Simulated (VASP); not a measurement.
# GaSb3 (Pm-3n) in VASP: a series of runs, part 2 of 2

VASP 6.6.1. Earlier steps stand in the parts before.

### Step 4. Relaxation of cell and atoms, PBE

INCAR reads:

```
SYSTEM = GaSb3
PREC = Accurate
ENCUT = 500
EDIFF = 1E-7
ISMEAR = 0
SIGMA = 0.1
LREAL = .False.
LASPH = .True.
NELM = 120
ALGO = Normal
ISIF = 3
LWAVE = .False.
LCHARG = .False.
GGA = PE
IBRION = 2
NSW = 100
EDIFFG = -0.01
GGA_COMPAT = .False.
NELMIN = 4
```

KPOINTS reads:

```
regular mesh
0
Gamma
  6 6 6
  0 0 0
```

POSCAR reads:

```
GaSb3
1.0
    5.9593270087      0.0000000000      0.0000000000
    0.0000000000      5.9593270087      0.0000000000
    0.0000000000      0.0000000000      5.9593270087
Ga Sb
2 6
Direct
    0.0000000000      0.0000000000      0.0000000000
    0.5000000000      0.5000000000      0.5000000000
    0.0000000000      0.5000000000      0.2500000000
    0.0000000000      0.5000000000      0.7500000000
    0.2500000000      0.0000000000      0.5000000000
    0.7500000000      0.0000000000      0.5000000000
    0.5000000000      0.7500000000      0.0000000000
    0.5000000000      0.2500000000      0.0000000000
```

Potentials or basis: VASP PAW PBE potentials, release 64 (Ga_d, Sb).

Started as:

```sh
$ cat potpaw_PBE.64/Ga_d/POTCAR potpaw_PBE.64/Sb/POTCAR > POTCAR
$ mpirun -np 1 vasp_std > vasp.out
```

OUTCAR:

```text
SYSTEM = GaSb3
   PREC = Accurate
   ENCUT = 500
   EDIFF = 1E-7
   ISMEAR = 0
   LREAL = .False.
   LASPH = .True.
   NELM = 120
   ISIF = 3
   GGA = PE
   IBRION = 2
   NSW = 100
   EDIFFG = -0.01
   NELMIN = 4

 ion  position               nearest neighbor table
   1  0.000  0.000  0.000-   3 3.33   4 3.33   5 3.33   6 3.33   7 3.33   8 3.33   5 3.33   6 3.33
                             3 3.33   4 3.33   7 3.33   8 3.33
   2  0.500  0.500  0.500-   3 3.33   4 3.33   5 3.33   6 3.33   7 3.33   8 3.33   7 3.33   8 3.33
[... 993 lines left out ...]
  Total       -0.0456067     -0.0456067     -0.0456067      0.0000000     -0.0000000     -0.0000000
  in kB       -0.3439409     -0.3439409     -0.3439409      0.0000000     -0.0000000     -0.0000000
  external PRESSURE =      -0.3439409 kB  Pullay stress =       0.0000000 kB

 VOLUME and BASIS-vectors are now :
 -----------------------------------------------------------------------------
  energy-cutoff  :      500.00
  volume of cell :      212.45
      direct lattice vectors                 reciprocal lattice vectors
     5.966943558  0.000000000 -0.000000000     0.167589988 -0.000000000  0.000000000
     0.000000000  5.966943558 -0.000000000    -0.000000000  0.167589988  0.000000000
    -0.000000000 -0.000000000  5.966943558     0.000000000  0.000000000  0.167589988

 POSITION                                       TOTAL-FORCE (eV/Angst)
 -----------------------------------------------------------------------------------
     -0.00000     -0.00000      5.96694         0.000000     -0.000000      0.000000
      2.98347      2.98347      2.98347         0.000000     -0.000000      0.000000
      5.96694      2.98347      1.49174         0.000000     -0.000000      0.000000
      0.00000      2.98347      4.47521        -0.000000      0.000000     -0.000000
      1.49174     -0.00000      2.98347        -0.000000      0.000000     -0.000000
      4.47521      5.96694      2.98347         0.000000     -0.000000      0.000000
      2.98347      4.47521     -0.00000         0.000000     -0.000000     -0.000000
      2.98347      1.49174      5.96694        -0.000000      0.000000      0.000000
 -----------------------------------------------------------------------------------
    total drift:                                0.000000     -0.000000      0.000000

  FREE ENERGIE OF THE ION-ELECTRON SYSTEM (eV)
  ---------------------------------------------------
  free  energy   TOTEN  =       -28.1486839406 eV

  energy  without entropy=      -28.1188241074  energy(sigma->0) =      -28.13375402

 reached required accuracy - stopping structural energy minimisation
```

OSZICAR:

```text
N       E                     dE             d eps       ncg     rms          rms(c)
DAV:   1     0.402018852961E+03    0.40202E+03   -0.22363E+04  1384   0.175E+03
[... 18 lines left out ...]
DAV:   3    -0.281487870516E+02    0.10098E-02   -0.15403E-03  1570   0.381E-01    0.380E-02
DAV:   4    -0.281486924869E+02    0.94565E-04   -0.16496E-04  1751   0.117E-01    0.151E-02
DAV:   5    -0.281486842456E+02    0.82413E-05   -0.24462E-05  1584   0.318E-02    0.355E-03
DAV:   6    -0.281486835468E+02    0.69880E-06   -0.68339E-06  1647   0.283E-02    0.128E-03
DAV:   7    -0.281486837473E+02   -0.20049E-06   -0.44131E-07  1367   0.645E-03    0.693E-04
DAV:   8    -0.281486838990E+02   -0.15171E-06   -0.45764E-08   858   0.154E-03    0.881E-05
DAV:   9    -0.281486839406E+02   -0.41548E-07   -0.10502E-08   808   0.989E-04
   2 F= -.28148684E+02 E0= -.28133754E+02  d E =-.302763E-03
```

CONTCAR:

```text
GaSb3
   1.00000000000000
     5.9669435581495485    0.0000000000000000   -0.0000000000000000
     0.0000000000000000    5.9669435581495485   -0.0000000000000000
    -0.0000000000000000   -0.0000000000000000    5.9669435581495485
  Ga              Sb
     2     6
Direct
     0.0000000000000000    0.0000000000000000    1.0000000000000000
     0.5000000000000000    0.5000000000000000    0.5000000000000000
     1.0000000000000000    0.5000000000000000    0.2500000000000000
     0.0000000000000000    0.5000000000000000    0.7500000000000000
     0.2500000000000000    0.0000000000000000    0.5000000000000000
     0.7500000000000000    1.0000000000000000    0.5000000000000000
     0.5000000000000000    0.7500000000000000    0.0000000000000000
     0.5000000000000000    0.2500000000000000    1.0000000000000000

  0.00000000E+00  0.00000000E+00  0.00000000E+00
  0.00000000E+00  0.00000000E+00  0.00000000E+00
  0.00000000E+00  0.00000000E+00  0.00000000E+00
  0.00000000E+00  0.00000000E+00  0.00000000E+00
  0.00000000E+00  0.00000000E+00  0.00000000E+00
  0.00000000E+00  0.00000000E+00  0.00000000E+00
  0.00000000E+00  0.00000000E+00  0.00000000E+00
  0.00000000E+00  0.00000000E+00  0.00000000E+00
```

Run time: 4.2 min. Hardware: 1 thread of Intel Xeon 8259CL, shared host; peak memory 0.4 GiB.

What came out:

| Item | Value |
| --- | --- |
| Free energy | -28.1487 eV |
| Relaxed volume | 26.56 Å³/atom |
| Relaxed cell | a = 5.967 Å, b = 5.967 Å, c = 5.967 Å, α = 90.00°, β = 90.00°, γ = 90.00° |
| Space group after relaxing (to 0.1 Å) | Pm-3n (No. 223) |
| Energy gained by relaxing | 0.0 meV/atom |
| Ionic steps | 2 |
| Pressure after relaxing | 0.0 GPa |
| Band gap on the k mesh | zero (bands 28 and 29 overlap by 1.66 eV) |

The path:
```csv
step,energy change (eV),largest force (eV/Å),pressure (GPa),volume (Å³)
1,0.0000,0.0000,0.16,211.64
2,-0.0003,0.0000,-0.03,212.45
```

Final structure:
```
CELL_PARAMETERS angstrom
5.96694 0.00000 0.00000
0.00000 5.96694 0.00000
0.00000 0.00000 5.96694
ATOMIC_POSITIONS crystal
Ga 0.00000 0.00000 0.00000
Ga 0.50000 0.50000 0.50000
Sb 0.00000 0.50000 0.25000
Sb 0.00000 0.50000 0.75000
Sb 0.25000 0.00000 0.50000
Sb 0.75000 0.00000 0.50000
Sb 0.50000 0.75000 0.00000
Sb 0.50000 0.25000 0.00000
```

Caveat: spin-orbit coupling is left out, which moves the levels of the heavy elements.

### Step 5. Overview

```csv
task,cell,k mesh,gap on the mesh (eV),pressure (GPa)
single point,"a = 5.959 Å, 8 atoms",4 × 4 × 4,none,0.0
single point,"a = 5.968 Å, 8 atoms",6 × 6 × 6,none,-0.1
relaxation of cell and atoms,"relaxed from a = 5.959 Å, 8 atoms",6 × 6 × 6,none,0.0
```

Alike in all rows: level PBE; potentials or basis VASP PAW PBE potentials, release 64 (Ga_d, Sb); no spin polarisation; cutoff (eV) 500; smearing gaussian 0.1 eV.

Caveats: spin-orbit coupling is left out, which moves the levels of the heavy elements.

Total energies depend on the potentials used, so only differences within one code and one set of settings carry meaning.
